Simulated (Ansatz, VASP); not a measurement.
# Ba3Te: VASP beside Ansatz

The input INCAR:

```
SYSTEM = Ba3Te
PREC     = Accurate       ! precision mode
ENCUT    = 520            ! plane-wave cutoff, eV
EDIFF    = 1E-6           ! SCF threshold, eV
ISMEAR   = 0              ! smearing method
SIGMA    = 0.1            ! smearing width, eV
LREAL    = .False.        ! projectors in reciprocal space
LASPH    = .True.         ! aspherical terms in the spheres
NELM     = 80             ! most SCF steps
ALGO     = Fast           ! electronic algorithm
ISIF     = 2              ! what is computed and relaxed
LWAVE    = .False.        ! write WAVECAR
LCHARG   = .False.        ! write CHGCAR
GGA      = PE             ! functional
NBANDS   = 26             ! bands
```

KPOINTS

```
regular mesh
0
Gamma
  12 12 12
  0 0 0
```

The input POSCAR:

```
Ba3Te
1.0
   -2.6297632962      2.6297632962      6.4933873005
    2.6297632962     -2.6297632962      6.4933873005
    2.6297632962      2.6297632962     -6.4933873005
Ba Te
3 1
Direct
    0.5000000000      0.5000000000      0.0000000000
    0.7500000000      0.2500000000      0.5000000000
    0.2500000000      0.7500000000      0.5000000000
    0.0000000000      0.0000000000      0.0000000000
```

Input for Ansatz:

```yaml
crystal:
  lattice:
    - [-2.6297632962, 2.6297632962, 6.4933873005]
    - [2.6297632962, -2.6297632962, 6.4933873005]
    - [2.6297632962, 2.6297632962, -6.4933873005]
  atoms:
    - { symbol: Ba, position: [0.5, 0.5, 0.0] }
    - { symbol: Ba, position: [0.75, 0.25, 0.5] }
    - { symbol: Ba, position: [0.25, 0.75, 0.5] }
    - { symbol: Te, position: [0.0, 0.0, 0.0] }
basis:
  ecutwfc: 420
kpoints:
  mp_grid: { grid: [12, 12, 12] }
hamiltonian:
  xc: pbe
scf:
  occupations: { method: gaussian, width: 0.1 }
output:
  forces: true
  stress: true
  eigenvalues: true
```

Alike in both runs: task single point; functional PBE; k mesh 12 × 12 × 12; occupations gaussian, width 0.1 eV; no spin polarisation.

|  | VASP | Ansatz |
| --- | --- | --- |
| version | VASP 6.6.1 | Ansatz 0.2.0 |
| potentials or method | VASP PAW PBE potentials, release 64 (Ba_sv, Te), cutoff 520 eV | scalar-relativistic, plane waves, PAW |
| valence electrons in the cell | 36 | 46 |

|  | VASP | Ansatz | Ansatz less VASP |
| --- | --- | --- | --- |
| gap on the k mesh at the Fermi level (eV) | none | none | - |
| pressure (GPa) | 0.6 | 0.3 | -0.27 |
| traceless stress, the component that is largest in VASP (GPa) | -0.41 | -0.34 | +0.069 |

A gap of «none» marks a metal or a gap that the smearing closes. The functional is the same, so the differences come from potentials, cutoffs and numerics. VASP's potentials hold 36 valence electrons a cell and Ansatz's 46, so a difference there can come from the potentials and not from the codes.

Spin-orbit coupling is off throughout.
